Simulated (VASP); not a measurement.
# W (P-1) in VASP: notebook

W is run at these levels: LDA; tasks: single point.

Program: VASP 6.6.1. These are calculated values, not measurements. Logs are shortened: lines on timing, memory, paths and dates and some standing lists are left out, and cuts for length are marked.

## 1. The cell of the first run

The typed cell holds 1 atom: a = 2.885 Å, b = 2.958 Å, c = 2.960 Å, α = 59.56°, β = 59.71°, γ = 58.76°.

## 2. Single point, LDA

File INCAR:

```
SYSTEM = W
PREC = Accurate ; ENCUT = 520
EDIFF = 1E-6 ; ISMEAR = -1
SIGMA = 0.05 ; LREAL = .False.
LASPH = .True. ; NELM = 100
ALGO = Normal ; ISIF = 2
LWAVE = .False. ; LCHARG = .True.
LELF = .True. ; LVHAR = .True.
NBANDS = 13
```

File KPOINTS:

```
Automatic mesh
0
Gamma
  8 8 8
  0 0 0
```

File POSCAR:

```
W
1.0
    0.0497100000      2.0254600000      2.0545000000
    2.0930100000      0.0134100000      2.0908000000
    2.1083700000      2.0771200000     -0.0019500000
W
1
Direct
    0.0000000000      0.0000000000      0.0000000000
```

Potentials or basis: VASP PAW LDA potentials, release 64 (W_sv).

The run is started by

```sh
$ cat potpaw_LDA.64/W_sv/POTCAR > POTCAR
$ mpirun -np 1 vasp_std > vasp.out
```

OUTCAR:

```text
SYSTEM = W
   PREC = Accurate
   ENCUT = 520
   EDIFF = 1E-6
   ISMEAR = -1
   LREAL = .False.
   LASPH = .True.
   NELM = 100
   ISIF = 2

 ion  position               nearest neighbor table
   1  0.000  0.000  0.000-

  LATTYP: Found a triclinic cell.
 ALAT       =     2.8678803640
 B/A-ratio  =     1.0315741426
 C/A-ratio  =     1.0147847112
 COS(alpha) =     0.0011455540
 COS(beta)  =     0.4825910795
 COS(gamma) =     0.5098236889

  Lattice vectors:

 A1 = (  -2.0433000000,   2.0120500000,  -0.0363000000)
 A2 = (  -2.0930100000,  -0.0134100000,  -2.0908000000)
 A3 = (  -2.0586600000,  -0.0516600000,   2.0564500000)

Analysis of symmetry for initial positions (statically):
=====================================================================
 Subroutine PRICEL returns:
 Original cell was already a primitive cell.

 Routine SETGRP: Setting up the symmetry group for a
 triclinic supercell.

 Subroutine GETGRP returns: Found  2 space group operations
 (whereof  2 operations were pure point group operations)
 out of a pool of  2 trial point group operations.

The static configuration has the point symmetry S_2 .

Analysis of symmetry for dynamics (positions and initial velocities):
=====================================================================
 Subroutine PRICEL returns:
 Original cell was already a primitive cell.

 Routine SETGRP: Setting up the symmetry group for a
 triclinic supercell.

 Subroutine GETGRP returns: Found  2 space group operations
 (whereof  2 operations were pure point group operations)
 out of a pool of  2 trial point group operations.

The dynamic configuration has the point symmetry S_2 .

 Subroutine INISYM returns: Found  2 space group operations
 (whereof  2 operations are pure point group operations),
 and found     1 'primitive' translations

----------------------------------------------------------------------------------------

                                     Primitive cell

  volume of cell :      17.5947

  direct lattice vectors                    reciprocal lattice vectors
     0.049710000  2.025460000  2.054500000    -0.246828391  0.250772349  0.245480884
     2.093010000  0.013410000  2.090800000     0.242766031 -0.246196067  0.236842242
     2.108370000  2.077120000 -0.001950000     0.239122217  0.238489893 -0.240904602

  length of vectors
     2.885468687  2.958431228  2.959671494     0.429036001  0.419096763  0.414839597
[... 79 lines left out ...]
   EDIFF  = 0.1E-05   stopping-criterion for ELM
   LREAL  =      F    real-space projection
   EDIFFG = 0.1E-04   stopping-criterion for IOM
   NSW    =      0    number of steps for IOM
   IBRION =     -1    ionic relax: 0-MD 1-quasi-New 2-CG
   NFREE  =      0    steps in history (QN), initial steepest desc. (CG)
   ISIF   =      2    stress and relaxation
   ISYM   =      2    0-nonsym 1-usesym 2-fastsym
   POTIM  = 0.5000    time-step for ionic-motion
   TEBEG  =    0.0;   TEEND  =   0.0 temperature during run
   PSTRESS=    0.0 pullay stress
   NELECT =      14.0000    total number of electrons
   NUPDOWN=      -1.0000    fix difference up-down
   EMIN   =  10.00;   EMAX   =-10.00  energy-range for DOS
   EFERMI =   0.00;   METHOD = LEGACY
   ISMEAR =    -1;   SIGMA  =   0.05  broadening in eV -4-tet -1-fermi 0-gaus
   EFERMI_NEDOS =   21; number of points for ismear=-14 and -15
   IALGO  =     38    algorithm
   IMIX   =      4    mixing-type and parameters
     AMIX     =   0.40;   BMIX     =  1.00
     AMIX_MAG =   1.60;   BMIX_MAG =  1.00
  volume/ion in A,a.u.               =      17.59       118.73
  Fermi-wavevector in a.u.,A,eV,Ry     =   1.517017  2.866746 31.311620  2.301339
  Thomas-Fermi vector in A             =   2.626329
   LORBIT       =      0    0 simple, 1 ext, 2 COOP (PROOUT), +10 PAW based schemes
   GGA     = CA    functional components
   LHFCALC =     F    Hartree Fock is set to
   AEXX    =    0.0000 exact exchange contribution
   IVDW    =     0    specifies the selected vdW correction
   LEPSILON=     F    determine dielectric tensor
   LRPA    =     F    only Hartree local field effects (RPA)
 non-spin polarized calculation
  energy-cutoff  :      520.00
  volume of cell :       17.59
 maximum number of plane-waves:       501
 NGX is ok and might be reduce to    24
   NGX = 11   NGY = 11   NGZ = 11

 number of electron      14.0000000 magnetization

 Free energy of the ion-electron system (eV)
  ---------------------------------------------------
  ext. energy  EPLUGINS =         0.00000000
  ---------------------------------------------------
  free energy    TOTEN  =       -13.47440014 eV

  energy without entropy =      -13.46356190  energy(sigma->0) =      -13.46898102

 E-fermi :   9.4225     XC(G=0): -13.2443

 val. band max:        9.4199535565   @ k =  -0.3750   0.1250   0.1250
 cond. band min:       9.4252158978   @ k =   0.5000   0.0000   0.1250
 fundamental gap:      0.0052623413
 Fermi energy:         9.4225153249

 k-point     1 :       0.0000    0.0000    0.0000
  band No.  band energies     occupation
      1     -63.9629      2.00000
      2     -27.9506      2.00000
      3     -27.9339      2.00000
      4     -27.8630      2.00000
      5       0.8752      2.00000
      6       8.6401      2.00000
      7       8.7367      2.00000
      8       9.3010      1.83819
      9      11.5802      0.00000
     10      11.8280      0.00000
     11      22.1923      0.00000
     12      26.6134      0.00000
     13      26.7948      0.00000
[... 354 lines left out ...]
  band No.  band energies     occupation
      1     -63.8893      2.00000
      2     -28.5395      2.00000
      3     -28.1723      2.00000
      4     -28.1336      2.00000
      5       4.7002      2.00000
      6       6.4384      2.00000
      7       8.7268      2.00000
      8      10.9987      0.00000
      9      12.8094      0.00000
     10      13.4916      0.00000
     11      22.8119      0.00000
     12      25.1107      0.00000
     13      26.1842      0.00000

 [... further k-points ...]
[... 5 lines left out ...]
  --------------------------------------------------------------------------------------
  -------------------------------------------------------------------------------------
  Total       -2.8081912     -3.3689697     -2.7983715      0.5056994     -0.3470944      0.2672896
  in kB     -255.7146918   -306.7793364   -254.8205007     46.0491319    -31.6065140     24.3394677
  external PRESSURE =    -272.4381763 kB  Pullay stress =       0.0000000 kB

 VOLUME and BASIS-vectors are now :
 -----------------------------------------------------------------------------
  energy-cutoff  :      520.00
  volume of cell :       17.59
      direct lattice vectors                 reciprocal lattice vectors
     0.049710000  2.025460000  2.054500000    -0.246828391  0.250772349  0.245480884
     2.093010000  0.013410000  2.090800000     0.242766031 -0.246196067  0.236842242
     2.108370000  2.077120000 -0.001950000     0.239122217  0.238489893 -0.240904602

 POSITION                                       TOTAL-FORCE (eV/Angst)
 -----------------------------------------------------------------------------------
      0.00000      0.00000      0.00000         0.000000      0.000000      0.000000
 -----------------------------------------------------------------------------------
    total drift:                               -0.000000      0.000000     -0.000000

  FREE ENERGIE OF THE ION-ELECTRON SYSTEM (eV)
  ---------------------------------------------------
  free  energy   TOTEN  =       -13.4744001395 eV

  energy  without entropy=      -13.4635618985  energy(sigma->0) =      -13.46898102
```

stdout:

```text
POSCAR found type information on POSCAR W
 POSCAR found :  1 types and       1 ions
 scaLAPACK will be used
 LDA part: xc-table for (Slater(with rela. corr.)+CA(PZ))
 , standard interpolation
 POSCAR, INCAR and KPOINTS ok, starting setup
 FFT: planning ... GRIDC
 FFT: planning ... GRID_SOFT
 FFT: planning ... GRID
 WAVECAR not read
 entering main loop
```

It took 25 s on 1 thread of AMD EPYC 9R45 (Zen 5), shared host; peak memory 0.14 GiB.

What came out:

| Item | Value |
| --- | --- |
| Free energy | -13.4744 eV |
| Pressure | -27.2 GPa |
| Band gap on the k mesh | zero (band 7 reaches 12.44 eV, above the bottom of band 8 at 8.96 eV) |

Levels at points of the mesh, in eV from the Fermi level:
| k point | band 4 | band 5 | band 6 | band 7 | band 8 | band 9 | band 10 | band 11 |
| --- | --- | --- | --- | --- | --- | --- | --- | --- |
| (0.00, 0.00, 0.00) | -37.29 | -8.55 | -0.78 | -0.69 | -0.12 | 2.16 | 2.41 | 12.77 |
| (0.50, 0.00, 0.00) | -37.50 | -5.16 | -0.94 | -0.77 | 0.93 | 4.53 | 4.77 | 9.70 |
| (0.00, 0.50, 0.00) | -37.44 | -5.22 | -0.99 | -0.43 | 0.58 | 4.23 | 4.72 | 9.29 |
| (0.50, 0.50, 0.00) | -37.61 | -5.03 | -4.10 | 2.75 | 4.43 | 5.08 | 5.29 | 10.79 |
| (0.00, 0.00, 0.50) | -37.41 | -5.25 | -1.03 | -0.29 | 0.44 | 4.30 | 4.59 | 9.06 |
| (0.50, 0.00, 0.50) | -37.66 | -5.01 | -4.14 | 3.02 | 4.37 | 5.16 | 5.27 | 10.82 |
| (0.00, 0.50, 0.50) | -37.63 | -5.03 | -4.10 | 2.73 | 4.40 | 5.07 | 5.31 | 11.00 |
| (0.50, 0.50, 0.50) | -37.42 | -5.25 | -0.94 | -0.40 | 0.46 | 4.22 | 4.65 | 9.12 |

Caveat: spin-orbit coupling is left out, which moves the levels of the heavy elements.

## 3. Single point, LDA

This run uses another cell than the first one, of 17.51 Å³/atom, 0.995 times its volume.

File INCAR:

```
SYSTEM = W
  ALGO = Normal
  EDIFF = 1E-7
  ENCUT = 520
  ISIF = 2
  ISMEAR = -1
  LASPH = .TRUE.
  LCHARG = .TRUE.
  LELF = .TRUE.
  LREAL = .FALSE.
  LVHAR = .TRUE.
  LWAVE = .FALSE.
  NBANDS = 13
  NELM = 100
  PREC = Accurate
  SIGMA = 0.05
```

File KPOINTS:

```
k-points
0
G
  8 8 8
  0 0 0
```

File POSCAR:

```
W
1.0
    0.0496270115      2.0220785914      2.0510701105
    2.0895158199      0.0133876126      2.0873095094
    2.1048501771      2.0736523475     -0.0019467446
W
1
Direct
    0.0000000000      0.0000000000      0.0000000000
```

Potentials or basis: VASP PAW LDA potentials, release 64 (W_sv).

The run is started by

```sh
$ cat potpaw_LDA.64/W_sv/POTCAR > POTCAR
$ mpirun -np 1 vasp_std > vasp.out
```

Wall time 27 s (1 thread of AMD EPYC 9R45 (Zen 5), shared host); peak memory 0.14 GiB.

It converged, with:

* Free energy: -13.4890 eV
* Pressure: -26.2 GPa
* Band gap on the k mesh: zero (band 7 reaches 12.53 eV, above the bottom of band 8 at 9.03 eV)

Stress tensor (GPa, compression positive):
```
-24.53   4.64   2.46
  4.64 -29.73  -3.18
  2.46  -3.18 -24.44
```

Levels at points of the mesh, in eV from the Fermi level:
```csv
k point,band 4,band 5,band 6,band 7,band 8,band 9,band 10,band 11
"(0.00, 0.00, 0.00)",-37.27,-8.57,-0.79,-0.69,-0.12,2.17,2.42,12.78
"(0.50, 0.00, 0.00)",-37.49,-5.18,-0.94,-0.77,0.94,4.57,4.80,9.77
"(0.00, 0.50, 0.00)",-37.43,-5.24,-1.00,-0.43,0.60,4.26,4.75,9.37
"(0.50, 0.50, 0.00)",-37.60,-5.06,-4.13,2.77,4.46,5.12,5.33,10.83
"(0.00, 0.00, 0.50)",-37.39,-5.28,-1.04,-0.29,0.45,4.33,4.63,9.13
"(0.50, 0.00, 0.50)",-37.65,-5.04,-4.17,3.04,4.41,5.20,5.31,10.86
"(0.00, 0.50, 0.50)",-37.62,-5.06,-4.13,2.76,4.43,5.11,5.35,11.04
"(0.50, 0.50, 0.50)",-37.41,-5.27,-0.95,-0.40,0.47,4.25,4.69,9.19
```

Caveat: spin-orbit coupling is left out, which moves the levels of the heavy elements.

## 4. Single point, LDA

This run uses another cell than the first one, of 17.68 Å³/atom, 1.005 times its volume.

File INCAR:

```
PREC = Accurate
ENCUT = 520
EDIFF = 1E-6
ISMEAR = -1
SIGMA = 0.05
LREAL = False
LASPH = True
NELM = 100
ALGO = Normal
ISIF = 2
LWAVE = False
LCHARG = False
GGA = CA
NBANDS = 13
```

File KPOINTS:

```
regular mesh
0
Gamma
  8 8 8
```

File POSCAR:

```
W
1.0
    0.0497927123      2.0288301560      2.0579184755
    2.0964925522      0.0134323129      2.0942788750
    2.1118781096      2.0805761129     -0.0019532446
W
1
Direct
    0.0000000000      0.0000000000      0.0000000000
```

The run is started by

```sh
$ cat potpaw_LDA.64/W_sv/POTCAR > POTCAR
$ mpirun -np 1 vasp_std > vasp.out
```

Wall time 24 s (1 thread of AMD EPYC 9R45 (Zen 5), shared host); peak memory 0.14 GiB.

The run converged. Its results:

```yaml
Free_energy: -13.4592 eV
Pressure: -28.2 GPa
Band_gap_on_the_k_mesh: zero (band 7 reaches 12.35 eV, above the bottom of band 8 at 8.90 eV)
```

Stress tensor (GPa, compression positive):
```
-26.57   4.56   2.40
  4.56 -31.58  -3.14
  2.40  -3.14 -26.48
```

Levels at points of the mesh, in eV from the Fermi level:
```
           k point  band 4  band 5  band 6  band 7  band 8  band 9  band 10  band 11
(0.00, 0.00, 0.00)  -37.30   -8.52   -0.78   -0.68   -0.12    2.14     2.39    12.76
(0.50, 0.00, 0.00)  -37.52   -5.13   -0.93   -0.76    0.92    4.50     4.73     9.63
(0.00, 0.50, 0.00)  -37.45   -5.20   -0.99   -0.42    0.57    4.20     4.69     9.22
(0.50, 0.50, 0.00)  -37.62   -5.00   -4.08    2.72    4.40    5.04     5.25    10.75
(0.00, 0.00, 0.50)  -37.42   -5.23   -1.02   -0.29    0.43    4.27     4.56     9.00
(0.50, 0.00, 0.50)  -37.67   -4.98   -4.11    2.99    4.34    5.12     5.23    10.78
(0.00, 0.50, 0.50)  -37.64   -5.00   -4.07    2.71    4.37    5.03     5.27    10.96
(0.50, 0.50, 0.50)  -37.43   -5.22   -0.93   -0.39    0.45    4.19     4.62     9.05
```

Caveat: spin-orbit coupling is left out, which moves the levels of the heavy elements.

## 5. The runs side by side

| cell | gap on the mesh (eV) | pressure (GPa) |
| --- | --- | --- |
| a = 2.885, b = 2.958, c = 2.960 Å, angles 59.6, 59.7, 58.8°, 1 atom | none | -27.2 |
| a = 2.881, b = 2.953, c = 2.955 Å, angles 59.6, 59.7, 58.8°, 1 atom | none | -26.2 |
| a = 2.890, b = 2.963, c = 2.965 Å, angles 59.6, 59.7, 58.8°, 1 atom | none | -28.2 |

Alike in all rows: task single point; level LDA; potentials or basis VASP PAW LDA potentials, release 64 (W_sv); no spin polarisation; k mesh 8 × 8 × 8; cutoff (eV) 520; smearing fermi-dirac 0.05 eV.

Caveats: spin-orbit coupling is left out, which moves the levels of the heavy elements.

Absolute energies hang on the potentials; compare differences alone.
